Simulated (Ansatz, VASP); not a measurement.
One calculation of InSb, two programs

The input INCAR:

```
SYSTEM = InSb
PREC = Accurate
ENCUT = 520
EDIFF = 1E-7
ISMEAR = -1
SIGMA = 0.08
LREAL = .False.
LASPH = .True.
NELM = 80
ALGO = Normal
ISIF = 2
LWAVE = .False.
LCHARG = .False.
NBANDS = 26
```

File KPOINTS:

```
regular mesh
0
Gamma
  6 6 11
  0 0 0
```

Contents of POSCAR:

```
InSb
1.0
    5.3034300000      0.0000000000      0.0000000000
    0.0000000000      5.6548800000      0.0000000000
    0.0000000000      0.0000000000      3.0630000000
In Sb
2 2
Direct
    0.0000000000      0.0000000000      0.0000000000
    0.5000000000      0.5000000000      0.0000000000
    0.5000000000      0.0000000000      0.8350000000
    0.0000000000      0.5000000000      0.1650000000
```

Input for Ansatz:

```yaml
crystal:
  lattice:
    - [5.30343, 0.0, 0.0]
    - [0.0, 5.65488, 0.0]
    - [0.0, 0.0, 3.063]
  atoms:
    - { symbol: In, position: [0.0, 0.0, 0.0] }
    - { symbol: In, position: [0.5, 0.5, 0.0] }
    - { symbol: Sb, position: [0.5, 0.0, 0.835] }
    - { symbol: Sb, position: [0.0, 0.5, 0.165] }
kpoints:
  mp_grid: { grid: [6, 6, 11] }
  band_path:
    path:
      - [0.0, 0.0, 0.0]
      - [0.5, 0.0, 0.0]
      - [0.5, 0.5, 0.0]
      - [0.0, 0.5, 0.0]
      - [0.0, 0.0, 0.0]
      - [0.0, 0.0, 0.5]
      - [0.5, 0.0, 0.5]
      - [0.5, 0.5, 0.5]
      - [0.0, 0.5, 0.5]
    npoints: 5
scf:
  occupations: { method: fermi_dirac, width: 0.08 }
hamiltonian:
  xc: lda
  pseudopotentials: { kind: all_electron, lapw: { basis_error: 0.001 } }
output:
  forces: true
  stress: true
  eigenvalues: true
```

Change from the starting cell: equal xx and yy strain of -1 %.

Alike in both runs: task single point; functional LDA; k mesh 6 × 6 × 11; occupations fermi-dirac, width 0.08 eV; no spin polarisation.

|  | VASP | Ansatz |
| --- | --- | --- |
| version | VASP 6.6.1 | Ansatz 0.2.0 |
| potentials or method | VASP PAW LDA potentials, release 64 (In_d, Sb), cutoff 520 eV | all-electron LAPW, scalar-relativistic |

VASP gave:

* pressure (GPa): 14.4
* traceless stress, the component that is largest in VASP (GPa): 12.65
* rms of the force components (eV/Å): 0.315

Q: Estimate Ansatz's values.

A: Pressure (GPa): 14.1; traceless stress, the component that is largest in VASP (GPa): 12.60; rms of the force components (eV/Å): 0.312.

LDA's correlation is that of Perdew and Zunger in VASP and of Perdew and Wang (1992) in Ansatz. Atom by atom the forces differ by 0.003 eV/Å (rms over components). Ansatz ran all-electron here, and VASP with PAW potentials.

Spin-orbit coupling is off throughout.
